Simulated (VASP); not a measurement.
Set up this calculation in VASP 6.6.1, as the native input.

| Item | Value |
| --- | --- |
| Task | relaxation of shape and atoms at fixed volume |
| Functional | PBE |
| Potentials or basis | VASP PAW PBE potentials, release 64 (Pr_3, Mg, H), 4f in core |
| Cutoff | 600 eV |
| k mesh | 6 × 6 × 6 |
| Occupations | gaussian, width 0.1 eV |
| Spin | no spin polarisation |
| Dipole correction | no |
| Mended | yes |
| Further INCAR settings | ALGO = Normal; EDIFF = 1e-07; IBRION = 2; EDIFFG = -0.01; NSW = 50; ISIF = 4 |

The structure of Pr3MgH2 lies in POSCAR:

```
Pr3MgH2
1.0
    5.2883094621      0.0000000000      0.0000000000
    0.0000000000      5.2883094621      0.0000000000
    0.0000000000      0.0000000000      5.1404916631
Pr Mg H
3 1 2
Direct
    0.0000000000      0.0000000000      0.0000000000
    0.5000000000      0.0000000000      0.5000000000
    0.0000000000      0.5000000000      0.5000000000
    0.5000000000      0.5000000000      0.0000000000
    0.5000000000      0.5000000000      0.5000000000
    0.0000000000      0.0000000000      0.5000000000
```

The input as run:

INCAR

```
SYSTEM = Pr3MgH2
PREC = Accurate
ENCUT = 600
EDIFF = 1E-7
ISMEAR = 0
SIGMA = 0.1
LREAL = .False.
LASPH = .True.
NELM = 200
ALGO = Normal
ISIF = 4
LWAVE = .False.
LCHARG = .False.
GGA = PE
IBRION = 2
NSW = 50
EDIFFG = -0.01
GGA_COMPAT = .False.
NELMIN = 4
LMAXMIX = 6
```

KPOINTS

```
Automatic mesh
0
Gamma
  6 6 6
  0 0 0
```

Potentials or basis: VASP PAW PBE potentials, release 64 (Pr_3, Mg, H), 4f in core.

Launch:

```console
$ cat potpaw_PBE.64/Pr_3/POTCAR potpaw_PBE.64/Mg/POTCAR potpaw_PBE.64/H/POTCAR > POTCAR
$ mpirun -np 1 vasp_std > vasp.out
```

It gave:

```
Energy gained by relaxing : 0.1 meV/atom
Ionic steps               : 3
Pressure after relaxing   : -3.6 GPa
Band gap on the k mesh    : zero (an odd number of electrons rules out a gap without spin polarisation)
```

Caveat: spin-orbit coupling is left out, which moves the levels of the heavy elements; the 4f electrons are frozen in the core, so they carry no moment and show no levels.

Run time: 3.8 min on 1 thread of Intel(R) Xeon(R) Platinum 8124M CPU @ 3.00GHz (Skylake/Cascade Lake) (shared host), peak memory 0.38 GiB.
